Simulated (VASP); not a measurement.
# Li2TiO2 (I4/mmm) in VASP: notebook

Li2TiO2 is run at these levels: PBE; tasks: single point, relaxation of cell and atoms.

All numbers are computed with VASP 6.6.1; they aren't measurements. Logs are shortened: lines on timing, memory, paths and dates and some standing lists are left out, and cuts for length are marked.

## (1) The cell of the first run

Symmetry: I4/mmm, No. 139, tetragonal system. Conventional cell: a = 2.862 Å, b = 2.862 Å, c = 9.938 Å, α = 90.00°, β = 90.00°, γ = 90.00°. Within 2.5 Å of Li (site symmetry -4m2) lie 4 O at 1.89 Å and 4 Li at 2.02 Å. Within 3.1 Å of Ti (site symmetry 4/mmm) lie 8 O at 2.38 Å and 4 Ti at 2.86 Å and 8 Li at 2.87 Å. O (site symmetry 4mm) has 4 Li at 1.89 Å and 4 Ti at 2.38 Å and 1 O at 2.50 Å within 2.5 Å.

The cell was generated, and may not be a known phase.

## (2) Single point, PBE, collinear spin

INCAR

```
PREC = Accurate
ENCUT = 520
EDIFF = 1E-6
ISMEAR = 0
SIGMA = 0.1
LREAL = False
LASPH = True
NELM = 150
ALGO = Normal
ISIF = 2
LWAVE = False
LCHARG = False
ISPIN = 2
MAGMOM = 0 0 1 0 0
LORBIT = 11
LMAXMIX = 4
GGA = PE
NBANDS = 27
```

KPOINTS

```
Automatic mesh
0
Gamma
  6 6 6
```

POSCAR

```
Li2TiO2
1.0
   -1.4307849258      1.4307849258      4.9690267970
    1.4307849258     -1.4307849258      4.9690267970
    1.4307849258      1.4307849258     -4.9690267970
Li Ti O
2 1 2
Direct
    0.7500000000      0.2500000000      0.5000000000
    0.2500000000      0.7500000000      0.5000000000
    0.0000000000      0.0000000000      0.0000000000
    0.3742713277      0.3742713277      0.0000000000
    0.6257286723      0.6257286723      0.0000000000
```

Potentials or basis: VASP PAW PBE potentials, release 64 (Li_sv, Ti_sv, O).

The run is started by

```sh
$ cat potpaw_PBE.64/Li_sv/POTCAR potpaw_PBE.64/Ti_sv/POTCAR potpaw_PBE.64/O/POTCAR > POTCAR
$ mpirun -np 1 vasp_std > vasp.out
```

OUTCAR:

```text
PREC = Accurate
   ENCUT = 520
   EDIFF = 1E-6
   ISMEAR = 0
   LREAL = False
   LASPH = True
   NELM = 150
   ISIF = 2
   ISPIN = 2
   LORBIT = 11
   GGA = PE

 ion  position               nearest neighbor table
   1  0.750  0.250  0.500-   5 1.89   4 1.89   4 1.89   5 1.89   2 2.02   2 2.02   2 2.02   2 2.02

   2  0.250  0.750  0.500-   5 1.89   4 1.89   4 1.89   5 1.89   1 2.02   1 2.02   1 2.02   1 2.02

   3  0.000  0.000  0.000-   5 2.38   5 2.38   5 2.38   4 2.38   5 2.38   4 2.38   4 2.38   4 2.38

   4  0.374  0.374  0.000-   1 1.89   2 1.89   2 1.89   1 1.89   3 2.38   3 2.38   3 2.38   3 2.38

   5  0.626  0.626  0.000-   1 1.89   2 1.89   2 1.89   1 1.89   3 2.38   3 2.38   3 2.38   3 2.38

  LATTYP: Found a body centered tetragonal cell.
 ALAT       =     2.8615698516
 C/A-ratio  =     3.4729376214

  Lattice vectors:

 A1 = (  -1.4307849258,   1.4307849258,   4.9690267970)
 A2 = (   1.4307849258,  -1.4307849258,   4.9690267970)
 A3 = (   1.4307849258,   1.4307849258,  -4.9690267970)

Analysis of symmetry for initial positions (statically):
=====================================================================
 Subroutine PRICEL returns:
 Original cell was already a primitive cell.

 Routine SETGRP: Setting up the symmetry group for a
 body centered tetragonal supercell.

 Subroutine GETGRP returns: Found 16 space group operations
 (whereof 16 operations were pure point group operations)
 out of a pool of 16 trial point group operations.

The static configuration has the point symmetry D_4h.

Analysis of symmetry for dynamics (positions and initial velocities):
=====================================================================
 Subroutine PRICEL returns:
 Original cell was already a primitive cell.

 Routine SETGRP: Setting up the symmetry group for a
 body centered tetragonal supercell.

 Subroutine GETGRP returns: Found 16 space group operations
 (whereof 16 operations were pure point group operations)
 out of a pool of 16 trial point group operations.

The dynamic configuration has the point symmetry D_4h.

Analysis of structural, dynamic, and magnetic symmetry:
=====================================================================
 Subroutine PRICEL returns:
 Original cell was already a primitive cell.

 Routine SETGRP: Setting up the symmetry group for a
 body centered tetragonal supercell.

 Subroutine GETGRP returns: Found 16 space group operations
 (whereof 16 operations were pure point group operations)
 out of a pool of 16 trial point group operations.

The overall configuration has the point symmetry D_4h.

 Subroutine INISYM returns: Found 16 space group operations
 (whereof 16 operations are pure point group operations),
 and found     1 'primitive' translations

----------------------------------------------------------------------------------------

                                     Primitive cell

  volume of cell :      40.6893

  direct lattice vectors                    reciprocal lattice vectors
    -1.430784926  1.430784926  4.969026797     0.000000000  0.349458532  0.100623325
     1.430784926 -1.430784926  4.969026797     0.349458532  0.000000000  0.100623325
     1.430784926  1.430784926 -4.969026797     0.349458532  0.349458532  0.000000000

  length of vectors
     5.365213725  5.365213725  5.365213725     0.363656870  0.363656870  0.494208996

  position of ions in fractional coordinates (direct lattice)
     0.750000000  0.250000000  0.500000000
     0.250000000  0.750000000  0.500000000
     0.000000000  0.000000000  0.000000000
     0.374271328  0.374271328  0.000000000
     0.625728672  0.625728672  0.000000000

  ion indices of the primitive-cell ions
   primitive index   ion index
                 1           1
                 2           2
[... 23 lines left out ...]
     0.000000000  0.000000000  0.000000000

 Subroutine IBZKPT returns following result:
 ===========================================

 Found     30 irreducible k-points:

 Following reciprocal coordinates:
            Coordinates               Weight
  0.000000  0.000000  0.000000      1.000000
  0.166667 -0.000000  0.000000      8.000000
  0.333333 -0.000000  0.000000      8.000000
  0.500000 -0.000000  0.000000      4.000000
  0.166667  0.166667  0.000000      8.000000
  0.333333  0.166667  0.000000     16.000000
[... 16 lines left out ...]
 -0.333333 -0.333333  0.166667      8.000000
 -0.166667 -0.333333  0.166667      8.000000
 [... further k-points ...]
   k-points           NKPTS =     30   k-points in BZ     NKDIM =     30   number of bands    NBANDS=     27
   number of dos      NEDOS =    301   number of ions     NIONS =      5
   total plane-waves  NPLWV =  64000
   dimension x,y,z NGX =    40 NGY =   40 NGZ =   40
   dimension x,y,z NGXF=    80 NGYF=   80 NGZF=   80
   ions per type =               2   1   2
   NGX,Y,Z   is equivalent  to a cutoff of  12.39, 12.39, 12.39 a.u.
   NGXF,Y,Z  is equivalent  to a cutoff of  24.79, 24.79, 24.79 a.u.
 SYSTEM =  unknown system
   PREC   = accura    normal or accurate (medium, high low for compatibility)
   ISTART =      0    job   : 0-new  1-cont  2-samecut
   ICHARG =      2    charge: 1-file 2-atom 10-const
   ISPIN  =      2    spin polarized calculation?
   LNONCOLLINEAR =      F non collinear calculations
   LSORBIT =      F    spin-orbit coupling
   LASPH  =      T    aspherical Exc in radial PAW
   ENCUT  =  520.0 eV  38.22 Ry    6.18 a.u.   9.98  9.98  9.98*2*pi/ulx,y,z
   NELM   =    150;   NELMIN=  2; NELMDL= -5     # of ELM steps
   EDIFF  = 0.1E-05   stopping-criterion for ELM
   LREAL  =      F    real-space projection
   EDIFFG = 0.1E-04   stopping-criterion for IOM
   NSW    =      0    number of steps for IOM
   IBRION =     -1    ionic relax: 0-MD 1-quasi-New 2-CG
   NFREE  =      0    steps in history (QN), initial steepest desc. (CG)
   ISIF   =      2    stress and relaxation
   ISYM   =      2    0-nonsym 1-usesym 2-fastsym
   POTIM  = 0.5000    time-step for ionic-motion
   TEBEG  =    0.0;   TEEND  =   0.0 temperature during run
   PSTRESS=    0.0 pullay stress
   NELECT =      30.0000    total number of electrons
   NUPDOWN=      -1.0000    fix difference up-down
   EMIN   =  10.00;   EMAX   =-10.00  energy-range for DOS
   EFERMI =   0.00;   METHOD = LEGACY
   ISMEAR =     0;   SIGMA  =   0.10  broadening in eV -4-tet -1-fermi 0-gaus
   EFERMI_NEDOS =   21; number of points for ismear=-14 and -15
   IALGO  =     38    algorithm
   IMIX   =      4    mixing-type and parameters
     AMIX     =   0.40;   BMIX     =  1.00
     AMIX_MAG =   1.60;   BMIX_MAG =  1.00
  volume/ion in A,a.u.               =       8.14        54.92
  Fermi-wavevector in a.u.,A,eV,Ry     =   1.478956  2.794821 29.760168  2.187311
  Thomas-Fermi vector in A             =   2.593173
   LORBIT       =     11    0 simple, 1 ext, 2 COOP (PROOUT), +10 PAW based schemes
   GGA     = PE    functional components
   LHFCALC =     F    Hartree Fock is set to
   AEXX    =    0.0000 exact exchange contribution
   IVDW    =     0    specifies the selected vdW correction
   LEPSILON=     F    determine dielectric tensor
   LRPA    =     F    only Hartree local field effects (RPA)
 spin polarized calculation
 Gauss-broadening in eV      SIGMA  =   0.10
  energy-cutoff  :      520.00
  volume of cell :       40.69
 maximum number of plane-waves:      1116
   NGX = 19   NGY = 19   NGZ = 19

 number of electron      29.9999998 magnetization       0.4729455

 Free energy of the ion-electron system (eV)
  ---------------------------------------------------
  ext. energy  EPLUGINS =         0.00000000
  ---------------------------------------------------
  free energy    TOTEN  =       -29.97286326 eV

  energy without entropy =      -29.97055729  energy(sigma->0) =      -29.97171028

 E-fermi :   8.6692     XC(G=0): -11.6946

 val. band max:        8.6441598311   @ k =   0.1667  -0.0000   0.0000
 cond. band min:       8.6841605210   @ k =  -0.3333  -0.3333   0.3333
 fundamental gap:      0.0400006899
 Fermi energy:         8.6691933769

 spin component 1

 k-point     1 :       0.0000    0.0000    0.0000
  band No.  band energies     occupation
      1     -49.1921      1.00000
      2     -38.5598      1.00000
      3     -37.9058      1.00000
      4     -25.6327      1.00000
      5     -25.1873      1.00000
      6     -25.1873      1.00000
[... 709 lines left out ...]
     26      22.5383      0.00000
     27      23.0719      0.00000

 [... further k-points ...]

 spin component 2

 k-point     1 :       0.0000    0.0000    0.0000
  band No.  band energies     occupation
      1     -48.8770      1.00000
      2     -38.5559      1.00000
      3     -37.9026      1.00000
      4     -25.0615      1.00000
      5     -24.9989      1.00000
      6     -24.9989      1.00000
[... 709 lines left out ...]
     26      22.5823      0.00000
     27      23.2689      0.00000

 [... further k-points ...]

------------------------ aborting loop because EDIFF is reached ----------------------------------------

  FORCE on cell =-STRESS in cart. coord.  units (eV):
  Direction    XX          YY          ZZ          XY          YZ          ZX
  --------------------------------------------------------------------------------------
  -------------------------------------------------------------------------------------
  Total        0.1157935      0.1157935      0.1537781      0.0000000      0.0000000      0.0000000
  in kB        4.5594724      4.5594724      6.0551512      0.0000000      0.0000000      0.0000000
  external PRESSURE =       5.0580320 kB  Pullay stress =       0.0000000 kB

 VOLUME and BASIS-vectors are now :
 -----------------------------------------------------------------------------
  energy-cutoff  :      520.00
  volume of cell :       40.69
      direct lattice vectors                 reciprocal lattice vectors
    -1.430784926  1.430784926  4.969026797     0.000000000  0.349458532  0.100623325
     1.430784926 -1.430784926  4.969026797     0.349458532  0.000000000  0.100623325
     1.430784926  1.430784926 -4.969026797     0.349458532  0.349458532  0.000000000

 POSITION                                       TOTAL-FORCE (eV/Angst)
 -----------------------------------------------------------------------------------
      0.00000      1.43078      2.48451        -0.000000     -0.000000     -0.000000
      1.43078      0.00000      2.48451        -0.000000     -0.000000      0.000000
      0.00000      0.00000      0.00000        -0.000000     -0.000000      0.000000
      0.00000      0.00000      3.71953         0.000000      0.000000      0.040073
      0.00000      0.00000      6.21853        -0.000000     -0.000000     -0.040073
 -----------------------------------------------------------------------------------
    total drift:                               -0.000000     -0.000000      0.000000

  FREE ENERGIE OF THE ION-ELECTRON SYSTEM (eV)
  ---------------------------------------------------
  free  energy   TOTEN  =       -29.9728632648 eV

  energy  without entropy=      -29.9705572932  energy(sigma->0) =      -29.97171028

 total charge

# of ion       s       p       d       tot
------------------------------------------
    1        2.053   0.127   0.000   2.179
    2        2.053   0.127   0.000   2.179
    3        2.115   6.071   1.977  10.162
    4        1.547   3.483   0.000   5.030
    5        1.547   3.483   0.000   5.030
--------------------------------------------------
tot          9.315  13.289   1.977  24.580

 magnetization (x)

# of ion       s       p       d       tot
------------------------------------------
    1       -0.000   0.003   0.000   0.002
    2       -0.000   0.003   0.000   0.002
    3        0.007   0.003   0.333   0.343
    4        0.001   0.001   0.000   0.002
    5        0.001   0.001   0.000   0.002
--------------------------------------------------
tot          0.008   0.010   0.333   0.352
```

Wall time 3.9 min (1 thread of Intel Xeon 8259CL, shared host); peak memory 0.31 GiB.

Results:

* Free energy: -29.9729 eV
* Largest force: 0.040 eV/Å
* Net moment: 0.47 μB per cell
* Site moments: Li +0.00; Ti +0.34; O +0.00 μB
* Valence electrons inside the program's atomic spheres: Li 2.18; Ti 10.16; O 5.03

Forces on the atoms (eV/Å):
```
Li   0.000  0.000  0.000
Li   0.000  0.000  0.000
Ti   0.000  0.000  0.000
O    0.000  0.000  0.040
O    0.000  0.000 -0.040
```

Caveat: the k points lie up to 0.38 Å⁻¹ apart; the cutoff is under 1.25 times the usual one of these potentials, so pressure, stress and relaxed cells hold a basis-set (Pulay) error; a moment this small can come from the mesh or the smearing.

## (3) Single point, PBE, collinear spin

This run uses another cell than the first one, of 10.39 Å³/atom.

INCAR

```
ALGO = Normal ; EDIFF = 1E-6
ENCUT = 520 ; GGA = PE
ISIF = 2 ; ISMEAR = 0
ISPIN = 2 ; LASPH = True
LCHARG = True ; LELF = True
LMAXMIX = 4 ; LORBIT = 11
LREAL = False ; LVHAR = True
LWAVE = False ; MAGMOM = 0 0 1 0 0
NBANDS = 27 ; NELM = 150
PREC = Accurate ; SIGMA = 0.1
```

KPOINTS

```
k-points
0
Gamma
  6 6 6
```

POSCAR

```
Li2TiO2
1.0
   -1.7745598900      1.7745598900      4.1224262200
    1.7745598900     -1.7745598900      4.1224262200
    1.7745598900      1.7745598900     -4.1224262200
Li Ti O
2 1 2
Direct
    0.7500000000      0.2500000000      0.5000000000
    0.2500000000      0.7500000000      0.5000000000
    0.0000000000      0.0000000000      0.0000000000
    0.3899999900      0.3899999900      0.0000000000
    0.6100000100      0.6100000100      0.0000000000
```

Potentials or basis: VASP PAW PBE potentials, release 64 (Li_sv, Ti_sv, O).

The run is started by

```sh
$ cat potpaw_PBE.64/Li_sv/POTCAR potpaw_PBE.64/Ti_sv/POTCAR potpaw_PBE.64/O/POTCAR > POTCAR
$ mpirun -np 1 vasp_std > vasp.out
```

Run time: 4.2 min. Hardware: 1 thread of Intel Xeon 8259CL, shared host; peak memory 0.28 GiB.

Results (log left out):

```yaml
Free_energy: -24.9034 eV
Largest_force: 6.329 eV/Å
Band_gap_on_the_k_mesh: zero (filled and empty bands overlap)
Net_moment: 1.98 μB per cell
Site_moments: Li +0.01; Ti +1.73; O -0.14 μB
Valence_electrons_inside_the_program's_atomic_spheres: Li 2.12; Ti 10.12; O 4.88
```

Forces on the atoms (eV/Å):
```
Li   0.000  0.000  0.000
Li   0.000  0.000  0.000
Ti   0.000  0.000  0.000
O    0.000  0.000 -6.329
O    0.000  0.000  6.329
```

Levels at points of the mesh, in eV from the Fermi level:
Spin up:
| k point | band 14 | band 15 | band 16 | band 17 | band 18 | band 19 |
| --- | --- | --- | --- | --- | --- | --- |
| (0.00, 0.00, 0.00) | -1.92 | -1.06 | -0.03 | 0.07 | 0.61 | 0.63 |
| (0.50, 0.00, 0.00) | -1.73 | -0.71 | -0.24 | -0.13 | 0.70 | 1.51 |
| (0.50, 0.50, 0.00) | -1.22 | -0.71 | 0.40 | 0.68 | 0.72 | 0.83 |
| (0.50, 0.50, 0.50) | -1.79 | -1.43 | -1.10 | -0.17 | 0.43 | 0.43 |
Spin down:
```
           k point  band 10  band 11  band 12  band 13  band 14  band 15  band 16  band 17  band 18  band 19
(0.00, 0.00, 0.00)    -4.73    -4.73    -4.03    -4.03    -0.35    -0.01    -0.01     1.51     1.54     2.12
(0.50, 0.00, 0.00)    -6.36    -5.29    -3.96    -3.23    -1.36     0.86     1.42     1.49     1.91     2.33
(0.50, 0.50, 0.00)    -6.00    -5.79    -4.45    -4.06    -1.41     0.67     1.62     2.04     2.21     2.64
(0.50, 0.50, 0.50)    -5.31    -5.31    -3.12    -3.12    -1.60     0.09     0.17     1.30     1.54     2.01
```

Caveat: the cutoff is under 1.25 times the usual one of these potentials, so pressure, stress and relaxed cells hold a basis-set (Pulay) error; forces of over 1 eV/Å act on the atoms, so gaps and moduli don't describe the material at rest.

(Continued in part 2 of 2.)

The gap in the log of VASP goes by the Fermi energy; the results here count the filled bands.